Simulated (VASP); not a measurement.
# LiW (Fd-3m) in VASP: a series of runs

LiW is run at these levels: LDA, r2SCAN, r2SCAN+D4; tasks: single point.

Everything below comes from runs of VASP 6.6.1. Logs are shortened: lines on timing, memory, paths and dates and some standing lists are left out, and cuts for length are marked.

## (1) The cell of the first run

Symmetry: Fd-3m, No. 227, cubic system. Conventional cell: a = 6.077 Å, b = 6.077 Å, c = 6.077 Å, α = 90.00°, β = 90.00°, γ = 90.00°. Li (site symmetry -43m) has 4 Li at 2.63 Å and 10 W at 2.63 to 3.04 Å within 3.5 Å. Within 3.5 Å of W (site symmetry -43m) lie 4 W at 2.63 Å and 10 Li at 2.63 to 3.04 Å.

## (2) Single point, LDA

INCAR

```
PREC = Accurate ; ENCUT = 520
EDIFF = 1E-6 ; ISMEAR = 0
SIGMA = 0.0753 ; LREAL = False
LASPH = True ; NELM = 80
ALGO = Normal ; ISIF = 2
LWAVE = False ; LCHARG = False
GGA = CA ; NBANDS = 25
```

KPOINTS

```
regular mesh
0
Gamma
  5 5 5
```

POSCAR

```
LiW
1.0
    0.0000000000      3.0383494981      3.0383494981
    3.0383494981      0.0000000000      3.0383494981
    3.0383494981      3.0383494981      0.0000000000
Li W
2 2
Direct
    0.0000000000      0.0000000000      0.0000000000
    0.2500000000      0.2500000000      0.2500000000
    0.5000000000      0.5000000000      0.5000000000
    0.7500000000      0.7500000000      0.7500000000
```

Potentials or basis: VASP PAW LDA potentials, release 64 (Li_sv, W_sv).

On the command line:

```
cat potpaw_LDA.64/Li_sv/POTCAR potpaw_LDA.64/W_sv/POTCAR > POTCAR
mpirun -np 1 vasp_std > vasp.out
```

OUTCAR:

```text
PREC = Accurate
   ENCUT = 520
   EDIFF = 1E-6
   ISMEAR = 0
   LREAL = False
   LASPH = True
   NELM = 80
   ISIF = 2
   GGA = CA

 ion  position               nearest neighbor table
   1  0.000  0.000  0.000-   4 2.63   4 2.63   4 2.63   4 2.63   3 3.04   3 3.04   3 3.04   3 3.04
                             3 3.04   3 3.04
   2  0.250  0.250  0.250-   3 2.63   3 2.63   3 2.63   3 2.63   4 3.04   4 3.04   4 3.04   4 3.04
                             4 3.04   4 3.04
   3  0.500  0.500  0.500-   2 2.63   2 2.63   2 2.63   2 2.63   4 2.63   4 2.63   4 2.63   4 2.63
                             1 3.04   1 3.04   1 3.04   1 3.04   1 3.04   1 3.04
   4  0.750  0.750  0.750-   3 2.63   3 2.63   3 2.63   1 2.63   3 2.63   1 2.63   1 2.63   1 2.63
                             2 3.04   2 3.04   2 3.04   2 3.04   2 3.04   2 3.04

  LATTYP: Found a face centered cubic cell.
 ALAT       =     6.0766989962

  Lattice vectors:

 A1 = (   0.0000000000,   3.0383494981,   3.0383494981)
 A2 = (   3.0383494981,   0.0000000000,   3.0383494981)
 A3 = (   3.0383494981,   3.0383494981,   0.0000000000)

Analysis of symmetry for initial positions (statically):
=====================================================================
 Subroutine PRICEL returns:
 Original cell was already a primitive cell.

 Routine SETGRP: Setting up the symmetry group for a
 face centered cubic supercell.

 Subroutine GETGRP returns: Found 48 space group operations
 (whereof 24 operations were pure point group operations)
 out of a pool of 48 trial point group operations.

The static configuration has the point symmetry T_d .
 The point group associated with its full space group is O_h .

Analysis of symmetry for dynamics (positions and initial velocities):
=====================================================================
 Subroutine PRICEL returns:
 Original cell was already a primitive cell.

 Routine SETGRP: Setting up the symmetry group for a
 face centered cubic supercell.

 Subroutine GETGRP returns: Found 48 space group operations
 (whereof 24 operations were pure point group operations)
 out of a pool of 48 trial point group operations.

The dynamic configuration has the point symmetry T_d .
 The point group associated with its full space group is O_h .

 Subroutine INISYM returns: Found 48 space group operations
 (whereof 24 operations are pure point group operations),
 and found     1 'primitive' translations

----------------------------------------------------------------------------------------

                                     Primitive cell

  volume of cell :      56.0975

  direct lattice vectors                    reciprocal lattice vectors
     0.000000000  3.038349498  3.038349498    -0.164563030  0.164563030  0.164563030
     3.038349498  0.000000000  3.038349498     0.164563030 -0.164563030  0.164563030
     3.038349498  3.038349498  0.000000000     0.164563030  0.164563030 -0.164563030

  length of vectors
     4.296875067  4.296875067  4.296875067     0.285031529  0.285031529  0.285031529

  position of ions in fractional coordinates (direct lattice)
     0.000000000  0.000000000  0.000000000
     0.250000000  0.250000000  0.250000000
     0.500000000  0.500000000  0.500000000
     0.750000000  0.750000000  0.750000000

  ion indices of the primitive-cell ions
   primitive index   ion index
                 1           1
                 2           2
                 3           3
                 4           4

----------------------------------------------------------------------------------------

 KPOINTS: regular mesh

Automatic generation of k-mesh.
 Grid dimensions read from file:
 generate k-points for:    5    5    5

 Generating k-lattice:

  Cartesian coordinates                     Fractional coordinates (reciprocal lattice)
    -0.032912606  0.032912606  0.032912606     0.200000000  0.000000000  0.000000000
     0.032912606 -0.032912606  0.032912606     0.000000000  0.200000000  0.000000000
     0.032912606  0.032912606 -0.032912606     0.000000000  0.000000000  0.200000000

  Length of vectors
     0.057006306  0.057006306  0.057006306

  Shift w.r.t. Gamma in fractional coordinates (k-lattice)
     0.000000000  0.000000000  0.000000000

 Subroutine IBZKPT returns following result:
 ===========================================

 Found     10 irreducible k-points:

 Following reciprocal coordinates:
            Coordinates               Weight
  0.000000  0.000000  0.000000      1.000000
  0.200000  0.000000  0.000000      8.000000
  0.400000  0.000000  0.000000      8.000000
  0.200000  0.200000  0.000000      6.000000
  0.400000  0.200000  0.000000     24.000000
 -0.400000  0.200000  0.000000     24.000000
 -0.200000  0.200000  0.000000     12.000000
  0.400000  0.400000  0.000000      6.000000
 -0.400000  0.400000  0.000000     12.000000
 -0.400000  0.400000  0.200000     24.000000
   k-points           NKPTS =     10   k-points in BZ     NKDIM =     10   number of bands    NBANDS=     25
   number of dos      NEDOS =    301   number of ions     NIONS =      4
   total plane-waves  NPLWV =  32768
   dimension x,y,z NGX =    32 NGY =   32 NGZ =   32
   dimension x,y,z NGXF=    64 NGYF=   64 NGZF=   64
   ions per type =               2   2
   NGX,Y,Z   is equivalent  to a cutoff of  12.38, 12.38, 12.38 a.u.
   NGXF,Y,Z  is equivalent  to a cutoff of  24.76, 24.76, 24.76 a.u.
 SYSTEM =  unknown system
   PREC   = accura    normal or accurate (medium, high low for compatibility)
   ISTART =      0    job   : 0-new  1-cont  2-samecut
   ICHARG =      2    charge: 1-file 2-atom 10-const
   ISPIN  =      1    spin polarized calculation?
   LNONCOLLINEAR =      F non collinear calculations
   LSORBIT =      F    spin-orbit coupling
   LASPH  =      T    aspherical Exc in radial PAW
   ENCUT  =  520.0 eV  38.22 Ry    6.18 a.u.   7.99  7.99  7.99*2*pi/ulx,y,z
   NELM   =     80;   NELMIN=  2; NELMDL= -5     # of ELM steps
   EDIFF  = 0.1E-05   stopping-criterion for ELM
   LREAL  =      F    real-space projection
   EDIFFG = 0.1E-04   stopping-criterion for IOM
   NSW    =      0    number of steps for IOM
   IBRION =     -1    ionic relax: 0-MD 1-quasi-New 2-CG
   NFREE  =      0    steps in history (QN), initial steepest desc. (CG)
   ISIF   =      2    stress and relaxation
   ISYM   =      2    0-nonsym 1-usesym 2-fastsym
   POTIM  = 0.5000    time-step for ionic-motion
   TEBEG  =    0.0;   TEEND  =   0.0 temperature during run
   PSTRESS=    0.0 pullay stress
   NELECT =      34.0000    total number of electrons
   NUPDOWN=      -1.0000    fix difference up-down
   EMIN   =  10.00;   EMAX   =-10.00  energy-range for DOS
   EFERMI =   0.00;   METHOD = LEGACY
   ISMEAR =     0;   SIGMA  =   0.08  broadening in eV -4-tet -1-fermi 0-gaus
   EFERMI_NEDOS =   21; number of points for ismear=-14 and -15
   IALGO  =     38    algorithm
   IMIX   =      4    mixing-type and parameters
     AMIX     =   0.40;   BMIX     =  1.00
     AMIX_MAG =   1.60;   BMIX_MAG =  1.00
  volume/ion in A,a.u.               =      14.02        94.64
  Fermi-wavevector in a.u.,A,eV,Ry     =   1.385437  2.618096 26.115503  1.919435
  Thomas-Fermi vector in A             =   2.509847
   LORBIT       =      0    0 simple, 1 ext, 2 COOP (PROOUT), +10 PAW based schemes
   GGA     = CA    functional components
   LHFCALC =     F    Hartree Fock is set to
   AEXX    =    0.0000 exact exchange contribution
   IVDW    =     0    specifies the selected vdW correction
   LEPSILON=     F    determine dielectric tensor
   LRPA    =     F    only Hartree local field effects (RPA)
 non-spin polarized calculation
 Gauss-broadening in eV      SIGMA  =   0.08
  energy-cutoff  :      520.00
  volume of cell :       56.10
 maximum number of plane-waves:      1524
   NGX = 15   NGY = 15   NGZ = 15

 number of electron      33.9999986 magnetization

 Free energy of the ion-electron system (eV)
  ---------------------------------------------------
  ext. energy  EPLUGINS =         0.00000000
  ---------------------------------------------------
  free energy    TOTEN  =       -29.65605993 eV

  energy without entropy =      -29.64744814  energy(sigma->0) =      -29.65175404

 E-fermi :   6.5494     XC(G=0): -11.6388

 val. band max:        6.5156047247   @ k =   0.2000   0.2000   0.0000
 cond. band min:       6.5996765246   @ k =  -0.4000   0.4000   0.0000
 fundamental gap:      0.0840717999
 Fermi energy:         6.5494163253

 k-point     1 :       0.0000    0.0000    0.0000
  band No.  band energies     occupation
      1     -66.1048      2.00000
      2     -65.9067      2.00000
      3     -37.2391      2.00000
      4     -37.1643      2.00000
      5     -30.8465      2.00000
      6     -30.8465      2.00000
[... 17 lines left out ...]
     24      13.5955      0.00000
     25      17.4778      0.00000

 k-point     2 :       0.2000    0.0000    0.0000
  band No.  band energies     occupation
      1     -66.0911      2.00000
      2     -65.9206      2.00000
      3     -37.2349      2.00000
      4     -37.1698      2.00000
      5     -30.8730      2.00000
      6     -30.8730      2.00000
[... 17 lines left out ...]
     24      14.0886      0.00000
     25      14.4959      0.00000

 k-point     3 :       0.4000    0.0000    0.0000
  band No.  band energies     occupation
      1     -66.0622      2.00000
      2     -65.9498      2.00000
      3     -37.2255      2.00000
      4     -37.1810      2.00000
      5     -30.9118      2.00000
      6     -30.9118      2.00000
[... 160 lines left out ...]
 k-point     9 :      -0.4000    0.4000    0.0000
  band No.  band energies     occupation
      1     -66.0156      2.00000
      2     -65.9967      2.00000
      3     -37.2076      2.00000
      4     -37.1998      2.00000
      5     -30.9982      2.00000
      6     -30.9764      2.00000
[... 17 lines left out ...]
     24      11.2120      0.00000
     25      17.0270      0.00000

 k-point    10 :      -0.4000    0.4000    0.2000
  band No.  band energies     occupation
      1     -66.0309      2.00000
      2     -65.9813      2.00000
      3     -37.2135      2.00000
      4     -37.1938      2.00000
      5     -30.9909      2.00000
      6     -30.9672      2.00000
[... 17 lines left out ...]
     24      11.3998      0.00000
     25      16.5955      0.00000

------------------------ aborting loop because EDIFF is reached ----------------------------------------

  FORCE on cell =-STRESS in cart. coord.  units (eV):
  Direction    XX          YY          ZZ          XY          YZ          ZX
  --------------------------------------------------------------------------------------
  -------------------------------------------------------------------------------------
  Total        0.2168552      0.2168552      0.2168552     -0.0000000      0.0000000      0.0000000
  in kB        6.1935155      6.1935155      6.1935155     -0.0000000      0.0000000      0.0000000
  external PRESSURE =       6.1935155 kB  Pullay stress =       0.0000000 kB

 VOLUME and BASIS-vectors are now :
 -----------------------------------------------------------------------------
  energy-cutoff  :      520.00
  volume of cell :       56.10
      direct lattice vectors                 reciprocal lattice vectors
     0.000000000  3.038349498  3.038349498    -0.164563030  0.164563030  0.164563030
     3.038349498  0.000000000  3.038349498     0.164563030 -0.164563030  0.164563030
     3.038349498  3.038349498  0.000000000     0.164563030  0.164563030 -0.164563030

 POSITION                                       TOTAL-FORCE (eV/Angst)
 -----------------------------------------------------------------------------------
      0.00000      0.00000      0.00000        -0.000000     -0.000000      0.000000
      1.51917      1.51917      1.51917        -0.000000     -0.000000     -0.000000
      3.03835      3.03835      3.03835         0.000000      0.000000      0.000000
      4.55752      4.55752      4.55752        -0.000000     -0.000000     -0.000000
 -----------------------------------------------------------------------------------
    total drift:                                0.000000     -0.000000      0.000000

  FREE ENERGIE OF THE ION-ELECTRON SYSTEM (eV)
  ---------------------------------------------------
  free  energy   TOTEN  =       -29.6560599285 eV

  energy  without entropy=      -29.6474481448  energy(sigma->0) =      -29.65175404
```

Wall time 6.5 s (1 thread of Intel Xeon 6975P-C (Granite Rapids), shared host); peak memory 0.15 GiB.

What came out:

```yaml
Free_energy: -29.6561 eV
Band_gap_on_the_k_mesh: zero (band 17 reaches 6.69 eV, above the bottom of band 18 at 6.52 eV)
```

Caveat: the cutoff is under 1.25 times the usual one of these potentials, so pressure, stress and relaxed cells hold a basis-set (Pulay) error; spin-orbit coupling is left out, which moves the levels of the heavy elements.

## (3) Single point, r2SCAN

This run uses another cell than the first one, of 14.75 Å³/atom, 1.052 times its volume.

POSCAR

```
LiW
1.0
    0.0000000000      3.0897138667      3.0897138667
    3.0897138667      0.0000000000      3.0897138667
    3.0897138667      3.0897138667      0.0000000000
Li W
2 2
Direct
    0.0000000000      0.0000000000      0.0000000000
    0.2500000000      0.2500000000      0.2500000000
    0.5000000000      0.5000000000      0.5000000000
    0.7500000000      0.7500000000      0.7500000000
```

INCAR.step1

```
PREC = Accurate
ENCUT = 520
ISMEAR = 0
SIGMA = 0.0753
LREAL = False
LASPH = True
NELM = 60
NBANDS = 25
GGA = PE
ALGO = Normal
EDIFF = 1E-4
LWAVE = True
LCHARG = False
```

INCAR.step2

```
PREC = Accurate
ENCUT = 520
EDIFF = 1E-7
ISMEAR = 0
SIGMA = 0.0753
LREAL = False
LASPH = True
NELM = 60
ALGO = Normal
ISIF = 2
LWAVE = False
LCHARG = False
METAGGA = R2SCAN
LMIXTAU = True
NBANDS = 25
ISTART = 1
```

KPOINTS

```
Automatic mesh
0
Gamma
  5 5 5
```

Potentials or basis: VASP PAW PBE potentials, release 64 (Li_sv, W_sv).

On the command line:

```
cat potpaw_PBE.64/Li_sv/POTCAR potpaw_PBE.64/W_sv/POTCAR > POTCAR
cp INCAR.step1 INCAR
mpirun -np 1 vasp_std > vasp.out
cp INCAR.step2 INCAR
mpirun -np 1 vasp_std > vasp.out
```

Run time: 43 s. Hardware: 1 thread of Intel Xeon 6975P-C (Granite Rapids), shared host; peak memory 0.19 GiB.

It converged, with:

```yaml
Free_energy: -104.5842 eV
Band_gap_on_the_k_mesh: zero (band 17 reaches 6.30 eV, above the bottom of band 18 at 6.13 eV)
```

Levels at points of the mesh, in eV from the Fermi level:
| k point | band 14 | band 15 | band 16 | band 17 | band 18 | band 19 | band 20 | band 21 |
| --- | --- | --- | --- | --- | --- | --- | --- | --- |
| (0.00, 0.00, 0.00) | -1.67 | -1.67 | -1.67 | 0.17 | 0.17 | 0.17 | 4.55 | 4.55 |

Caveat: the cutoff is under 1.25 times the usual one of these potentials, so pressure, stress and relaxed cells hold a basis-set (Pulay) error; the PAW data sets were made with another functional, which shifts forces and pressure a little; spin-orbit coupling is left out, which moves the levels of the heavy elements.

(Part 1 of 2 ends here.)
